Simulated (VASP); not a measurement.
**Si2Mo: single point with PBE**

Crystal: Si2Mo.

```
CELL_PARAMETERS angstrom
-3.21685 0.00000 0.00000
0.00000 -3.21685 0.00000
-0.64337 0.00000 15.74604
ATOMIC_POSITIONS crystal
Si 0.44149 0.50000 0.29255
Si 0.99149 0.00000 0.04255
Si 0.34149 0.50000 0.79255
Si 0.89149 0.00000 0.54255
Si 0.40851 0.50000 0.45745
Si 0.95851 0.00000 0.20745
Si 0.30851 0.50000 0.95745
Si 0.85851 0.00000 0.70745
Mo 0.92500 0.00000 0.37500
Mo 0.47500 0.50000 0.12500
Mo 0.82500 0.00000 0.87500
Mo 0.37500 0.50000 0.62500
```

This cell differs from its parent crystal: the part above a cut slid along it.

* Program: VASP 6.6.1
* Task: single point
* Functional: PBE
* Potentials or basis: VASP PAW PBE potentials, release 64 (Si, Mo_sv)
* Cutoff: 520 eV
* k mesh: 14 × 14 × 3
* Occupations: gaussian, width 0.15 eV
* Spin: no spin polarisation
* Dipole correction: no
* Further INCAR settings: ALGO = Fast; EDIFF = 1e-06; NBANDS = 56

```json
{
 "Pressure": "1.9 GPa",
 "Largest force": "2.171 eV/Å",
 "Band gap on the k mesh": "zero (bands 44 and 45 overlap by 0.65 eV)"
}
```

Forces in eV/Å, atoms in the order of the input:
```
Si  -0.012  0.000 -0.082
Si   1.616  0.000  1.449
Si   0.033  0.000 -0.025
Si   0.007  0.000 -0.015
Si  -0.007  0.000  0.015
Si  -0.033  0.000  0.025
Si  -1.616  0.000 -1.449
Si   0.012  0.000  0.082
Mo  -0.020  0.000 -0.007
Mo   1.204  0.000  0.136
Mo  -1.204  0.000 -0.136
Mo   0.020  0.000  0.007
```

Stress tensor (GPa, compression positive):
```
0.74 0.00 6.29
0.00 2.74 0.00
6.29 0.00 2.21
```

Levels at points of the mesh, in eV from the Fermi level:
```
           k point  band 41  band 42  band 43  band 44  band 45  band 46  band 47  band 48
(0.00, 0.00, 0.00)    -0.55    -0.23     0.38     0.42     0.45     0.49     0.97     1.54
(0.50, 0.00, 0.00)    -0.65    -0.65    -0.51    -0.40     1.53     1.97     2.04     2.19
(0.00, 0.50, 0.00)    -0.60    -0.60    -0.45    -0.45     1.80     1.80     2.18     2.18
(0.50, 0.50, 0.00)    -1.67    -1.67    -1.00    -1.00     0.24     0.24     2.27     2.27
```

It took 44 min on 1 thread of Oxide Virtual Turin-like Processor, on a shared host, peak memory 1 GiB.

Caveat: the cell differs from its parent crystal (the part above a cut slid along it); forces of over 1 eV/Å act on the atoms, so gaps and moduli don't describe the material at rest.
